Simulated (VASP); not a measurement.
A run of VASP 6.6.1 is set up as follows.

Contents of POSCAR:

```
MgO
1.0
    0.0000000000      2.1021674167      2.1021674167
    2.1021674167      0.0000000000      2.1021674167
    2.1021674167      2.1021674167      0.0000000000
Mg O
1 1
Direct
    0.0000000000      0.0000000000      0.0000000000
    0.5000000000      0.5000000000      0.5000000000
```

File INCAR.step1:

```
SYSTEM = MgO
PREC = Accurate
ENCUT = 520
EDIFF = 1E-5
ISMEAR = 0
SIGMA = 0.01
LREAL = .False.
LASPH = .True.
NELM = 80
ALGO = Normal
ISIF = 2
LWAVE = .True.
LCHARG = .False.
GGA = PE
NBANDS = 11
```

Contents of INCAR.step2:

```
SYSTEM = MgO
PREC = Accurate
ENCUT = 520
EDIFF = 1E-6
ISMEAR = 0
SIGMA = 0.01
LREAL = .False.
LASPH = .True.
NELM = 80
ALGO = Normal
ISIF = 2
LWAVE = .False.
LCHARG = .False.
GGA = PE
LHFCALC = .True.
HFSCREEN = 0.2079
PRECFOCK = Normal
ISTART = 1
NBANDS = 11
```

KPOINTS

```
Automatic mesh
0
Gamma
  8 8 8
  0 0 0
```

Potentials or basis: VASP PAW PBE potentials, release 64 (Mg, O).

Launch:

```bash
$ cat potpaw_PBE.64/Mg/POTCAR potpaw_PBE.64/O/POTCAR > POTCAR
$ cp INCAR.step1 INCAR
$ mpirun -np 1 vasp_std > vasp.out
$ cp INCAR.step2 INCAR
$ mpirun -np 1 vasp_std > vasp.out
```

Predict the band gap on the k mesh.

6.50 eV.

Predict the pressure.

-0.6 GPa.

Caveat: the PAW data sets were made with another functional, which shifts forces and pressure a little.
